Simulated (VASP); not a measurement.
Write the native input for VASP 6.6.1 that does the following.

```yaml
Task: relaxation of cell and atoms
Functional: PBE
Potentials_or_basis: VASP PAW PBE potentials, release 64 (V_sv, N)
Cutoff: 600 eV
k_mesh: 8 × 8 × 8
Occupations: gaussian, width 0.1 eV
Spin: no spin polarisation
Dipole_correction: no
Further_INCAR_settings: ALGO = Normal; EDIFF = 1e-07; IBRION = 2; EDIFFG = -0.05; NSW = 100; ISIF = 3
```

The structure of VN lies in POSCAR:

```
VN
1.0
    0.0000000000      2.0920707581      2.0920707581
    2.0920707581      0.0000000000      2.0920707581
    2.0920707581      2.0920707581      0.0000000000
V N
1 1
Direct
    0.5000000000      0.5000000000      0.5000000000
    0.0000000000      0.0000000000      0.0000000000
```

These files were run (other wordings do the same):

INCAR

```
SYSTEM = VN
  PREC = Accurate
  ENCUT = 600
  EDIFF = 1E-7
  ISMEAR = 0
  SIGMA = 0.1
  LREAL = .False.
  LASPH = .True.
  NELM = 120
  ALGO = Normal
  ISIF = 3
  LWAVE = .False.
  LCHARG = .False.
  GGA = PE
  IBRION = 2
  NSW = 100
  EDIFFG = -0.05
  GGA_COMPAT = .False.
  NELMIN = 4
```

KPOINTS

```
Automatic mesh
0
Gamma
  8 8 8
  0 0 0
```

Potentials or basis: VASP PAW PBE potentials, release 64 (V_sv, N).

Command:

```console
$ cat potpaw_PBE.64/V_sv/POTCAR potpaw_PBE.64/N/POTCAR > POTCAR
$ mpirun -np 1 vasp_std > vasp.out
```

It gave:

```yaml
Relaxed_volume: 8.74 Å³/atom
Relaxed_cell: a = 2.913 Å, b = 2.913 Å, c = 2.913 Å, α = 60.00°, β = 60.00°, γ = 60.00°
Space_group_after_relaxing_to_0.05_Å: Fm-3m (No. 225)
Energy_gained_by_relaxing: 18.2 meV/atom
Ionic_steps: 3
Pressure_after_relaxing: -0.2 GPa
```

Caveat: the run has no spin polarisation, though such a crystal can be magnetic.

Run time: 9.6 s on 1 thread of Intel(R) Xeon(R) 6975P-C (Granite Rapids) (shared host), peak memory 0.14 GiB.
